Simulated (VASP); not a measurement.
# SnS2 (P-3m1) in VASP: a series of runs, part 2 of 2

VASP 6.6.1.

## 3. Single point, PBEsol, non-collinear spin, zero start, spin-orbit coupling

This run uses another cell than the first one, of the same volume but with other edges.

Contents of INCAR:

```
SYSTEM = SnS2
PREC = Accurate
ENCUT = 500
EDIFF = 1E-6
ISMEAR = 0
SIGMA = 0.05
LREAL = .FALSE.
LASPH = .TRUE.
NELM = 200
ALGO = Normal
ISIF = 2
LWAVE = .FALSE.
LCHARG = .TRUE.
LNONCOLLINEAR = .TRUE.
MAGMOM = 0 0 0 0 0 0 0 0 0
LORBIT = 11
LSORBIT = .TRUE.
GGA_COMPAT = .FALSE.
LORBMOM = .TRUE.
GGA = PS
LVHAR = .TRUE.
NBANDS = 39
```

Contents of KPOINTS:

```
regular mesh
0
G
  8 8 6
  0 0 0
```

Contents of POSCAR:

```
SnS2
1.0
    3.6122328445      0.0000000000      0.0000000000
   -1.8061164222      3.1282854077      0.0000000000
    0.0000000000      0.0000000000      5.4516973868
Sn S
1 2
Direct
    0.0000000000      0.0000000000      0.0000000000
    0.3333333333      0.6666666667      0.2700839783
    0.6666666667      0.3333333333      0.7299160217
```

Potentials or basis: VASP PAW PBE potentials, release 64 (Sn_d, S).

Command:

```console
cat potpaw_PBE.64/Sn_d/POTCAR potpaw_PBE.64/S/POTCAR > POTCAR
mpirun -np 1 vasp_ncl > vasp.out
```

OUTCAR:

```text
SYSTEM = SnS2
   PREC = Accurate
   ENCUT = 500
   EDIFF = 1E-6
   ISMEAR = 0
   LREAL = .FALSE.
   LASPH = .TRUE.
   NELM = 200
   ISIF = 2
   LNONCOLLINEAR = .TRUE.
   LORBIT = 11
   LSORBIT = .TRUE.
   GGA = PS

 ion  position               nearest neighbor table
   1  0.000  0.000  0.000-   2 2.55   3 2.55   2 2.55   3 2.55   3 2.55   2 2.55
   2  0.333  0.667  0.270-   1 2.55   1 2.55   1 2.55
   3  0.667  0.333  0.730-   1 2.55   1 2.55   1 2.55

  LATTYP: Found a hexagonal cell.
 ALAT       =     3.6122328445
 C/A-ratio  =     1.5092319962

  Lattice vectors:

 A1 = (   3.6122328445,   0.0000000000,   0.0000000000)
 A2 = (  -1.8061164222,   3.1282854077,   0.0000000000)
 A3 = (   0.0000000000,   0.0000000000,   5.4516973868)

Analysis of symmetry for initial positions (statically):
=====================================================================
 Subroutine PRICEL returns:
 Original cell was already a primitive cell.

 Routine SETGRP: Setting up the symmetry group for a
 hexagonal supercell.

 Subroutine GETGRP returns: Found 12 space group operations
 (whereof 12 operations were pure point group operations)
 out of a pool of 24 trial point group operations.

The static configuration has the point symmetry D_3d.

Analysis of symmetry for dynamics (positions and initial velocities):
=====================================================================
 Subroutine PRICEL returns:
 Original cell was already a primitive cell.

 Routine SETGRP: Setting up the symmetry group for a
 hexagonal supercell.

 Subroutine GETGRP returns: Found 12 space group operations
 (whereof 12 operations were pure point group operations)
 out of a pool of 24 trial point group operations.

The dynamic configuration has the point symmetry D_3d.

Analysis of structural, dynamic, and magnetic symmetry:
=====================================================================
 Subroutine PRICEL returns:
 Original cell was already a primitive cell.

 Routine SETGRP: Setting up the symmetry group for a
 hexagonal supercell.

 Subroutine GETGRP returns: Found 12 space group operations
 (whereof 12 operations were pure point group operations)
 out of a pool of 24 trial point group operations.

The overall configuration has the point symmetry D_3d.

 Subroutine INISYM returns: Found 12 space group operations
 (whereof 12 operations are pure point group operations),
 and found     1 'primitive' translations

----------------------------------------------------------------------------------------

                                     Primitive cell

  volume of cell :      61.6047

  direct lattice vectors                    reciprocal lattice vectors
     3.612232844  0.000000000  0.000000000     0.276837082  0.159831964  0.000000000
    -1.806116422  3.128285408  0.000000000     0.000000000  0.319663928  0.000000000
     0.000000000  0.000000000  5.451697387     0.000000000  0.000000000  0.183429110

  length of vectors
[... 1129 lines left out ...]
 [bands above 38 left out]

------------------------ aborting loop because EDIFF is reached ----------------------------------------

  FORCE on cell =-STRESS in cart. coord.  units (eV):
  Direction    XX          YY          ZZ          XY          YZ          ZX
  --------------------------------------------------------------------------------------
  -------------------------------------------------------------------------------------
  Total        1.4343405      1.4343405      1.4795710      0.0000000     -0.0000000      0.0000000
  in kB       37.3034492     37.3034492     38.4797770      0.0000000     -0.0000000      0.0000000
  external PRESSURE =      37.6955585 kB  Pullay stress =       0.0000000 kB

 VOLUME and BASIS-vectors are now :
 -----------------------------------------------------------------------------
  energy-cutoff  :      500.00
  volume of cell :       61.60
      direct lattice vectors                 reciprocal lattice vectors
     3.612232844  0.000000000  0.000000000     0.276837082  0.159831964  0.000000000
    -1.806116422  3.128285408  0.000000000     0.000000000  0.319663928  0.000000000
     0.000000000  0.000000000  5.451697387     0.000000000  0.000000000  0.183429110

 POSITION                                       TOTAL-FORCE (eV/Angst)
 -----------------------------------------------------------------------------------
      0.00000      0.00000      0.00000         0.000000      0.000000      0.000000
     -0.00000      2.08552      1.47242         0.000000     -0.000000     -0.011362
      1.80612      1.04276      3.97928        -0.000000      0.000000      0.011362
 -----------------------------------------------------------------------------------
    total drift:                               -0.000000     -0.000000      0.000000

  FREE ENERGIE OF THE ION-ELECTRON SYSTEM (eV)
  ---------------------------------------------------
  free  energy   TOTEN  =       -14.2401277748 eV

  energy  without entropy=      -14.2401277748  energy(sigma->0) =      -14.24012777

 orbital moment (x)

 # of ion     p       d       tot
 ----------------------------------------
  1        -0.000  -0.000  -0.000
  2        -0.000   0.000  -0.000
  3        -0.000   0.000  -0.000
 ----------------------------------------
           -0.000  -0.000  -0.000

 orbital moment (y)

 # of ion     p       d       tot
 ----------------------------------------
  1         0.000   0.000   0.000
  2        -0.000   0.000  -0.000
  3        -0.000   0.000  -0.000
 ----------------------------------------
           -0.000   0.000  -0.000

 orbital moment (z)

 # of ion     p       d       tot
 ----------------------------------------
  1         0.000   0.000   0.000
  2         0.000   0.000   0.000
  3         0.000   0.000   0.000
 ----------------------------------------
            0.000   0.000   0.000

 Spin-Orbit-Coupling matrix elements

 Ion:    1  E_soc:     -0.0880711
 l=   1
     0.0000000    -0.0086096    -0.0086866
    -0.0086096     0.0000000    -0.0086096
    -0.0086866    -0.0086096     0.0000000
 l=   2
     0.0000000    -0.0012030     0.0000000    -0.0012030    -0.0048640
    -0.0012030     0.0000000    -0.0036315    -0.0011909    -0.0012030
     0.0000000    -0.0036315     0.0000000    -0.0036315     0.0000000
    -0.0012030    -0.0011909    -0.0036315     0.0000000    -0.0012030
    -0.0048640    -0.0012030     0.0000000    -0.0012030     0.0000000
 l=   3
     0.0000000     0.0000000     0.0000000     0.0000000     0.0000000     0.0000000     0.0000000
     0.0000000     0.0000000     0.0000000     0.0000000     0.0000000     0.0000000     0.0000000
     0.0000000     0.0000000     0.0000000     0.0000000     0.0000000     0.0000000     0.0000000
     0.0000000     0.0000000     0.0000000     0.0000000     0.0000000     0.0000000     0.0000000
[... 29 lines left out ...]
 l=   2
     0.0000000     0.0000000     0.0000000     0.0000000     0.0000000
     0.0000000     0.0000000     0.0000000     0.0000000     0.0000000
     0.0000000     0.0000000     0.0000000     0.0000000     0.0000000
     0.0000000     0.0000000     0.0000000     0.0000000     0.0000000
     0.0000000     0.0000000     0.0000000     0.0000000     0.0000000
 l=   3
     0.0000000     0.0000000     0.0000000     0.0000000     0.0000000     0.0000000     0.0000000
     0.0000000     0.0000000     0.0000000     0.0000000     0.0000000     0.0000000     0.0000000
     0.0000000     0.0000000     0.0000000     0.0000000     0.0000000     0.0000000     0.0000000
     0.0000000     0.0000000     0.0000000     0.0000000     0.0000000     0.0000000     0.0000000
     0.0000000     0.0000000     0.0000000     0.0000000     0.0000000     0.0000000     0.0000000
     0.0000000     0.0000000     0.0000000     0.0000000     0.0000000     0.0000000     0.0000000
     0.0000000     0.0000000     0.0000000     0.0000000     0.0000000     0.0000000     0.0000000

 total charge

# of ion       s       p       d       tot
------------------------------------------
    1        1.026   1.088  10.161  12.275
    2        1.364   2.320   0.000   3.684
    3        1.364   2.320   0.000   3.684
--------------------------------------------------
tot          3.754   5.728  10.161  19.643

 magnetization (x)

# of ion       s       p       d       tot
------------------------------------------
    1        0.000   0.000   0.000   0.000
    2       -0.000  -0.000   0.000  -0.000
    3       -0.000  -0.000   0.000  -0.000
--------------------------------------------------
tot         -0.000  -0.000   0.000  -0.000

 magnetization (y)

# of ion       s       p       d       tot
------------------------------------------
    1        0.000  -0.000   0.000  -0.000
    2        0.000  -0.000   0.000  -0.000
    3        0.000  -0.000   0.000  -0.000
--------------------------------------------------
tot          0.000  -0.000   0.000  -0.000

 magnetization (z)

# of ion       s       p       d       tot
------------------------------------------
    1       -0.000   0.000   0.000  -0.000
    2        0.000   0.000   0.000   0.000
    3        0.000   0.000   0.000   0.000
--------------------------------------------------
tot         -0.000   0.000   0.000  -0.000
```

OSZICAR:

```text
N       E                     dE             d eps       ncg     rms          rms(c)
DAV:   1     0.262540282043E+03    0.26254E+03   -0.11370E+04  4384   0.163E+03
DAV:   2     0.282960049335E+02   -0.23424E+03   -0.22108E+03  3979   0.501E+02
DAV:   3    -0.123278455944E+02   -0.40624E+02   -0.39475E+02  4609   0.159E+02
DAV:   4    -0.146058344019E+02   -0.22780E+01   -0.22631E+01  4795   0.412E+01
DAV:   5    -0.146779742321E+02   -0.72140E-01   -0.72116E-01  5426   0.759E+00    0.944E+00
DAV:   6    -0.142760888187E+02    0.40189E+00   -0.51832E-01  5751   0.105E+01    0.635E+00
DAV:   7    -0.142434347607E+02    0.32654E-01   -0.26618E-01  5286   0.370E+00    0.180E+00
DAV:   8    -0.142403961640E+02    0.30386E-02   -0.26232E-02  5461   0.165E+00    0.996E-01
DAV:   9    -0.142401431922E+02    0.25297E-03   -0.23821E-03  4974   0.369E-01    0.302E-01
DAV:  10    -0.142401182511E+02    0.24941E-04   -0.43648E-04  5649   0.195E-01    0.116E-01
DAV:  11    -0.142401195164E+02   -0.12653E-05   -0.12987E-04  4681   0.755E-02    0.448E-02
DAV:  12    -0.142401279855E+02   -0.84691E-05   -0.11824E-05  4558   0.304E-02    0.228E-02
DAV:  13    -0.142401277748E+02    0.21074E-06   -0.98499E-07  3729   0.955E-03
   1 F= -.14240128E+02 E0= -.14240128E+02  d E =-.136584E-14  mag=    -0.0000     0.0000     0.0000
```

Run time: 5.3 min. Hardware: 1 thread of Oxide Virtual Turin-like, shared host; peak memory 0.36 GiB.

Results:

- Free energy: -14.2401 eV
- Pressure: 3.8 GPa
- Largest force: 0.011 eV/Å
- Net moment: 0.00 μB per cell
- Valence electrons inside the program's atomic spheres: Sn 12.28; S 3.68

Forces in eV/Å, atoms in the order of the input:
```
Sn   0.000  0.000  0.000
S    0.000  0.000 -0.011
S    0.000  0.000  0.011
```

Moments on the atoms (μB; x, y, z):
```
Sn  0.00 0.00 0.00
S   0.00 0.00 0.00
S   0.00 0.00 0.00
```

Caveat: the cell stands under pressure; the PAW data sets were made with another functional, which shifts forces and pressure a little.
